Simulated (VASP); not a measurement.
# Pt (P2_1/m) in VASP: notebook

Pt is run at these levels: LDA; tasks: single point.

All numbers are computed with VASP 6.6.1; they aren't measurements. Logs are shortened: lines on timing, memory, paths and dates and some standing lists are left out, and cuts for length are marked.

## Step 1: The cell of the first run

The structure is monoclinic, space group P2_1/m (No. 11). Conventional cell: a = 2.708 Å, b = 4.677 Å, c = 2.708 Å, α = 90.00°, β = 120.00°, γ = 90.00°. Within 3.5 Å of Pt (site symmetry m) lie 12 Pt at 2.64 to 2.95 Å.

## Step 2: Single point, LDA (atoms displaced along a vibrational mode)

File INCAR:

```
SYSTEM = Pt
ALGO     = Fast           ! electronic algorithm
EDIFF    = 1E-6           ! SCF threshold, eV
ENCUT    = 520            ! plane-wave cutoff, eV
GGA      = CA             ! functional
ISIF     = 2              ! what is computed and relaxed
ISMEAR   = 0              ! smearing method
LASPH    = .TRUE.         ! aspherical terms in the spheres
LCHARG   = .FALSE.        ! write CHGCAR
LREAL    = .FALSE.        ! projectors in reciprocal space
LWAVE    = .FALSE.        ! write WAVECAR
NBANDS   = 28             ! bands
NELM     = 80             ! most SCF steps
PREC     = Accurate       ! precision mode
SIGMA    = 0.15           ! smearing width, eV
```

File KPOINTS:

```
k-points
0
G
  18 18 6
  0 0 0
```

File POSCAR:

```
Pt
1.0
    2.7082945870      0.0000000000      0.0000000000
   -1.3541472935      2.3454519133      0.0000000000
    0.0000000000      0.0000000000      9.3530207388
Pt
4
Direct
    0.6408365475      0.3776744684      0.3750000000
    0.6408365475      0.3776744684      0.8750000000
    0.3591634525      0.6223255316      0.1250000000
    0.3591634525      0.6223255316      0.6250000000
```

Potentials or basis: VASP PAW LDA potentials, release 64 (Pt).

Run with:

```bash
> cat potpaw_LDA.64/Pt/POTCAR > POTCAR
> mpirun -np 1 vasp_std > vasp.out
```

OUTCAR:

```text
SYSTEM = Pt
   EDIFF = 1E-6
   ENCUT = 520
   GGA = CA
   ISIF = 2
   ISMEAR = 0
   LASPH = .TRUE.
   LREAL = .FALSE.
   NELM = 80
   PREC = Accurate

 ion  position               nearest neighbor table
   1  0.641  0.378  0.375-   3 2.64   4 2.64   3 2.90   4 2.90   3 2.95   4 2.95
   2  0.641  0.378  0.875-   3 2.64   4 2.64   3 2.90   4 2.90   3 2.95   4 2.95
   3  0.359  0.622  0.125-   1 2.64   2 2.64   1 2.90   2 2.90   1 2.95   2 2.95
   4  0.359  0.622  0.625-   1 2.64   2 2.64   1 2.90   2 2.90   1 2.95   2 2.95

  LATTYP: Found a hexagonal cell.
 ALAT       =     2.7082945870
 C/A-ratio  =     3.4534724486

  Lattice vectors:

 A1 = (   2.7082945870,   0.0000000000,   0.0000000000)
 A2 = (  -1.3541472935,   2.3454519133,   0.0000000000)
 A3 = (   0.0000000000,   0.0000000000,   9.3530207388)

Analysis of symmetry for initial positions (statically):
=====================================================================
 Subroutine PRICEL returns following result:

  LATTYP: Found a hexagonal cell.
 ALAT       =     2.7082945870
 C/A-ratio  =     1.7267362243

  Lattice vectors:

 A1 = (   2.7082945870,   0.0000000000,   0.0000000000)
 A2 = (  -1.3541472935,   2.3454519133,   0.0000000000)
 A3 = (   0.0000000000,   0.0000000000,   4.6765103694)

   2 primitive cells build up your supercell.

 Routine SETGRP: Setting up the symmetry group for a
 hexagonal supercell.

 Subroutine GETGRP returns: Found  4 space group operations
 (whereof  2 operations were pure point group operations)
 out of a pool of 24 trial point group operations.

The static configuration has the point symmetry S_2 .
 The point group associated with its full space group is C_2h.

Analysis of symmetry for dynamics (positions and initial velocities):
=====================================================================
 Subroutine PRICEL returns following result:

  LATTYP: Found a hexagonal cell.
 ALAT       =     2.7082945870
 C/A-ratio  =     1.7267362243

  Lattice vectors:

 A1 = (   2.7082945870,   0.0000000000,   0.0000000000)
 A2 = (  -1.3541472935,   2.3454519133,   0.0000000000)
 A3 = (   0.0000000000,   0.0000000000,   4.6765103694)

   2 primitive cells build up your supercell.

 Routine SETGRP: Setting up the symmetry group for a
 hexagonal supercell.

 Subroutine GETGRP returns: Found  4 space group operations
 (whereof  2 operations were pure point group operations)
 out of a pool of 24 trial point group operations.

The dynamic configuration has the point symmetry S_2 .
 The point group associated with its full space group is C_2h.

 Subroutine INISYM returns: Found  4 space group operations
 (whereof  2 operations are pure point group operations),
 and found     2 'primitive' translations

----------------------------------------------------------------------------------------

                                     Primitive cell

  volume of cell :      29.7060

  direct lattice vectors                    reciprocal lattice vectors
     2.708294587  0.000000000  0.000000000     0.369236052  0.213178534  0.000000000
    -1.354147294  2.345451913  0.000000000     0.000000000  0.426357068  0.000000000
     0.000000000  0.000000000  4.676510369     0.000000000  0.000000000  0.213834659

  length of vectors
     2.708294587  2.708294587  4.676510369     0.426357068  0.426357068  0.213834659

  position of ions in fractional coordinates (direct lattice)
     0.640836548  0.377674468  0.750000000
     0.359163452  0.622325532  0.250000000

  ion indices of the primitive-cell ions
   primitive index   ion index
                 1           1
                 2           3

----------------------------------------------------------------------------------------

 KPOINTS: k-points

Automatic generation of k-mesh.
 Grid dimensions read from file:
 generate k-points for:   18   18    6

 Generating k-lattice:

  Cartesian coordinates                     Fractional coordinates (reciprocal lattice)
     0.020513114  0.011843252  0.000000000     0.055555556  0.000000000  0.000000000
     0.000000000  0.023686504  0.000000000     0.000000000  0.055555556  0.000000000
     0.000000000  0.000000000  0.017819555     0.000000000  0.000000000  0.166666667

  Length of vectors
     0.023686504  0.023686504  0.017819555

  Shift w.r.t. Gamma in fractional coordinates (k-lattice)
     0.000000000  0.000000000  0.000000000

 Subroutine IBZKPT returns following result:
 ===========================================

 Found    656 irreducible k-points:

 Following reciprocal coordinates:
            Coordinates               Weight
  0.000000  0.000000  0.000000      1.000000
  0.055556  0.000000  0.000000      2.000000
  0.000000  0.055556  0.000000      2.000000
 -0.055556  0.055556  0.000000      2.000000
  0.111111  0.000000  0.000000      2.000000
  0.000000  0.111111  0.000000      2.000000
[... 16 lines left out ...]
  0.444444 -0.000000  0.000000      2.000000
  0.000000  0.444444  0.000000      2.000000
 [... further k-points ...]
   k-points           NKPTS =    656   k-points in BZ     NKDIM =    656   number of bands    NBANDS=     28
   number of dos      NEDOS =    301   number of ions     NIONS =      4
   total plane-waves  NPLWV =  28000
   dimension x,y,z NGX =    20 NGY =   20 NGZ =   70
   dimension x,y,z NGXF=    40 NGYF=   40 NGZF=  140
   ions per type =               4
   NGX,Y,Z   is equivalent  to a cutoff of  12.28, 12.28, 12.44 a.u.
   NGXF,Y,Z  is equivalent  to a cutoff of  24.55, 24.55, 24.88 a.u.
 SYSTEM =  Pt
   PREC   = accura    normal or accurate (medium, high low for compatibility)
   ISTART =      0    job   : 0-new  1-cont  2-samecut
   ICHARG =      2    charge: 1-file 2-atom 10-const
   ISPIN  =      1    spin polarized calculation?
   LNONCOLLINEAR =      F non collinear calculations
   LSORBIT =      F    spin-orbit coupling
   LASPH  =      T    aspherical Exc in radial PAW
   ENCUT  =  520.0 eV  38.22 Ry    6.18 a.u.   5.04  5.04 17.39*2*pi/ulx,y,z
   NELM   =     80;   NELMIN=  2; NELMDL= -5     # of ELM steps
   EDIFF  = 0.1E-05   stopping-criterion for ELM
   LREAL  =      F    real-space projection
   EDIFFG = 0.1E-04   stopping-criterion for IOM
   NSW    =      0    number of steps for IOM
   IBRION =     -1    ionic relax: 0-MD 1-quasi-New 2-CG
   NFREE  =      0    steps in history (QN), initial steepest desc. (CG)
   ISIF   =      2    stress and relaxation
   ISYM   =      2    0-nonsym 1-usesym 2-fastsym
   POTIM  = 0.5000    time-step for ionic-motion
   TEBEG  =    0.0;   TEEND  =   0.0 temperature during run
   PSTRESS=    0.0 pullay stress
   NELECT =      40.0000    total number of electrons
   NUPDOWN=      -1.0000    fix difference up-down
   EMIN   =  10.00;   EMAX   =-10.00  energy-range for DOS
   EFERMI =   0.00;   METHOD = LEGACY
   ISMEAR =     0;   SIGMA  =   0.15  broadening in eV -4-tet -1-fermi 0-gaus
   EFERMI_NEDOS =   21; number of points for ismear=-14 and -15
   IALGO  =     68    algorithm
   IMIX   =      4    mixing-type and parameters
     AMIX     =   0.40;   BMIX     =  1.00
     AMIX_MAG =   1.60;   BMIX_MAG =  1.00
  volume/ion in A,a.u.               =      14.85       100.23
  Fermi-wavevector in a.u.,A,eV,Ry     =   1.434840  2.711454 28.011198  2.058765
  Thomas-Fermi vector in A             =   2.554204
   LORBIT       =      0    0 simple, 1 ext, 2 COOP (PROOUT), +10 PAW based schemes
   GGA     = CA    functional components
   LHFCALC =     F    Hartree Fock is set to
   AEXX    =    0.0000 exact exchange contribution
   IVDW    =     0    specifies the selected vdW correction
   LEPSILON=     F    determine dielectric tensor
   LRPA    =     F    only Hartree local field effects (RPA)
 non-spin polarized calculation
 RMM-DIIS sequential band-by-band and
 Gauss-broadening in eV      SIGMA  =   0.15
  energy-cutoff  :      520.00
  volume of cell :       59.41
 maximum number of plane-waves:      1629
   NGX = 11   NGY = 11   NGZ = 35

 number of electron      40.0000001 magnetization

 Free energy of the ion-electron system (eV)
  ---------------------------------------------------
  ext. energy  EPLUGINS =         0.00000000
  ---------------------------------------------------
  free energy    TOTEN  =       -29.72935827 eV

  energy without entropy =      -29.66853528  energy(sigma->0) =      -29.69894678

 E-fermi :  11.4162     XC(G=0): -13.7656

 val. band max:       11.4154367161   @ k =   0.5000   0.4444   0.0000
 cond. band min:      11.4163102980   @ k =   0.4444  -0.0556   0.0000
 fundamental gap:      0.0008735819
 Fermi energy:        11.4162126368

 k-point     1 :       0.0000    0.0000    0.0000
  band No.  band energies     occupation
      1       1.0262      2.00000
      2       2.8637      2.00000
      3       2.8637      2.00000
      4       3.7689      2.00000
      5       6.6931      2.00000
      6       6.8783      2.00000
[... 20 lines left out ...]
     27      23.7770      0.00000
     28      26.3905      0.00000

 k-point     2 :       0.0556    0.0000    0.0000
  band No.  band energies     occupation
      1       1.1443      2.00000
      2       2.9797      2.00000
      3       2.9797      2.00000
      4       3.8781      2.00000
      5       6.7247      2.00000
      6       6.8244      2.00000
[... 20 lines left out ...]
     27      23.8706      0.00000
     28      26.5908      0.00000

 k-point     3 :       0.0000    0.0556    0.0000
  band No.  band energies     occupation
      1       1.1436      2.00000
      2       2.9788      2.00000
      3       2.9788      2.00000
      4       3.8751      2.00000
      5       6.7236      2.00000
      6       6.8358      2.00000
[... 20 lines left out ...]
     27      23.8765      0.00000
     28      26.6027      0.00000

 k-point     4 :      -0.0556    0.0556    0.0000
  band No.  band energies     occupation
      1       1.1463      2.00000
      2       2.9826      2.00000
      3       2.9826      2.00000
      4       3.8861      2.00000
      5       6.6974      2.00000
      6       6.8005      2.00000
[... 578 lines left out ...]
     27      20.7257      0.00000
     28      20.7257      0.00000

 k-point    23 :       0.4444   -0.0000    0.0000
  band No.  band energies     occupation
      1       4.2844      2.00000
      2       4.3503      2.00000
      3       4.3503      2.00000
      4       4.5462      2.00000
      5       5.0259      2.00000
      6       5.6017      2.00000
[... 20 lines left out ...]
     27      18.8067      0.00000
     28      19.5253      0.00000

 k-point    24 :       0.0000    0.4444    0.0000
  band No.  band energies     occupation
      1       4.1640      2.00000
      2       4.4140      2.00000
      3       4.4140      2.00000
      4       4.4801      2.00000
      5       4.9112      2.00000
      6       5.6846      2.00000
[... 20 lines left out ...]
     27      18.6616      0.00000
     28      19.0062      0.00000

 [... further k-points ...]

------------------------ aborting loop because EDIFF is reached ----------------------------------------

  FORCE on cell =-STRESS in cart. coord.  units (eV):
  Direction    XX          YY          ZZ          XY          YZ          ZX
  --------------------------------------------------------------------------------------
  -------------------------------------------------------------------------------------
  Total        0.6946147      0.0102284      2.3153332     -0.6693707      0.0000000      0.0000000
  in kB       18.7318308      0.2758324     62.4381096    -18.0510686      0.0000000      0.0000000
  external PRESSURE =      27.1485909 kB  Pullay stress =       0.0000000 kB

 VOLUME and BASIS-vectors are now :
 -----------------------------------------------------------------------------
  energy-cutoff  :      520.00
  volume of cell :       59.41
      direct lattice vectors                 reciprocal lattice vectors
     2.708294587  0.000000000  0.000000000     0.369236052  0.213178534  0.000000000
    -1.354147294  2.345451913  0.000000000     0.000000000  0.426357068  0.000000000
     0.000000000  0.000000000  9.353020739     0.000000000  0.000000000  0.106917329

 POSITION                                       TOTAL-FORCE (eV/Angst)
 -----------------------------------------------------------------------------------
      1.22415      0.88582      3.50738         0.320965     -0.098619      0.000000
      1.22415      0.88582      8.18389         0.320965     -0.098619      0.000000
      0.13000      1.45963      1.16913        -0.320965      0.098619      0.000000
      0.13000      1.45963      5.84564        -0.320965      0.098619     -0.000000
 -----------------------------------------------------------------------------------
    total drift:                               -0.000000      0.000000      0.000000

  FREE ENERGIE OF THE ION-ELECTRON SYSTEM (eV)
  ---------------------------------------------------
  free  energy   TOTEN  =       -29.7293582698 eV

  energy  without entropy=      -29.6685352848  energy(sigma->0) =      -29.69894678
```

It took 31 min on 1 thread of Intel Xeon 8259CL, shared host; peak memory 0.79 GiB.

What came out:

```
Free energy            : -29.7294 eV
Pressure               : 2.7 GPa
Largest force          : 0.336 eV/Å
Band gap on the k mesh : zero (bands 20 and 21 overlap by 1.61 eV)
```

Forces in eV/Å, atoms in the order of the input:
```
Pt   0.321 -0.099  0.000
Pt   0.321 -0.099  0.000
Pt  -0.321  0.099  0.000
Pt  -0.321  0.099  0.000
```

Caveat: the cell differs from its parent crystal (atoms displaced along a vibrational mode); spin-orbit coupling is left out, which moves the levels of the heavy elements.

## Step 3: Single point, LDA (atoms displaced along a vibrational mode)

File INCAR:

```
  PREC = Accurate
  ENCUT = 520
  EDIFF = 1E-6
  ISMEAR = 0
  SIGMA = 0.15
  LREAL = F
  LASPH = T
  NELM = 80
  ALGO = Fast
  ISIF = 2
  LWAVE = F
  LCHARG = F
  NBANDS = 28
```

File KPOINTS:

```
regular mesh
0
Gamma
  18 18 6
```

File POSCAR:

```
Pt
1.0
    2.7082945870      0.0000000000      0.0000000000
   -1.3541472935      2.3454519133      0.0000000000
    0.0000000000      0.0000000000      9.3530207388
Pt
4
Direct
    0.6060955498      0.2889921983      0.3750000000
    0.6060955498      0.2889921983      0.8750000000
    0.3939044502      0.7110078017      0.1250000000
    0.3939044502      0.7110078017      0.6250000000
```

Potentials or basis: VASP PAW LDA potentials, release 64 (Pt).

Run with:

```bash
> cat potpaw_LDA.64/Pt/POTCAR > POTCAR
> mpirun -np 1 vasp_std > vasp.out
```

Wall time 16 min (1 thread of Intel Xeon Platinum 8488C (Sapphire Rapids), shared host); peak memory 0.78 GiB.

The run converged. Its results:

```
Free energy            : -29.8311 eV
Pressure               : 1.4 GPa
Largest force          : 0.214 eV/Å
Band gap on the k mesh : zero (bands 20 and 21 overlap by 1.54 eV)
```

Forces on the atoms (eV/Å):
```
Pt  -0.203  0.066  0.000
Pt  -0.203  0.066  0.000
Pt   0.203 -0.066  0.000
Pt   0.203 -0.066  0.000
```

Stress tensor (GPa, compression positive):
```
0.47 0.38 0.00
0.38 1.69 0.00
0.00 0.00 2.15
```

Levels at points of the mesh, in eV from the Fermi level:
| k point | band 16 | band 17 | band 18 | band 19 | band 20 | band 21 | band 22 | band 23 | band 24 | band 25 |
| --- | --- | --- | --- | --- | --- | --- | --- | --- | --- | --- |
| (0.00, 0.00, 0.00) | -2.62 | -1.26 | -1.14 | -1.14 | -0.96 | -0.94 | -0.79 | -0.79 | 0.27 | 5.23 |
| (0.50, 0.00, 0.00) | 0.10 | 0.37 | 0.45 | 0.45 | 0.47 | 1.66 | 2.53 | 2.53 | 4.51 | 6.18 |
| (0.00, 0.50, 0.00) | -0.22 | 0.25 | 0.42 | 0.42 | 0.60 | 1.06 | 1.06 | 2.86 | 3.47 | 7.29 |
| (0.50, 0.50, 0.00) | -0.45 | 0.30 | 0.43 | 0.43 | 0.54 | 1.47 | 1.47 | 2.55 | 3.77 | 7.07 |
| (0.00, 0.00, 0.50) | -2.79 | -2.15 | -2.15 | -1.04 | -1.04 | -0.83 | -0.83 | -0.15 | -0.15 | 8.00 |
| (0.50, 0.00, 0.50) | 0.01 | 0.40 | 0.40 | 0.48 | 0.48 | 0.56 | 0.56 | 4.06 | 4.06 | 6.43 |
| (0.00, 0.50, 0.50) | -0.72 | 0.30 | 0.30 | 0.55 | 0.55 | 1.97 | 1.97 | 2.89 | 2.89 | 7.72 |
| (0.50, 0.50, 0.50) | -0.74 | 0.35 | 0.35 | 0.51 | 0.51 | 1.60 | 1.60 | 3.21 | 3.21 | 7.39 |

Caveat: the cell differs from its parent crystal (atoms displaced along a vibrational mode); spin-orbit coupling is left out, which moves the levels of the heavy elements.

(Continued in part 2 of 2.)
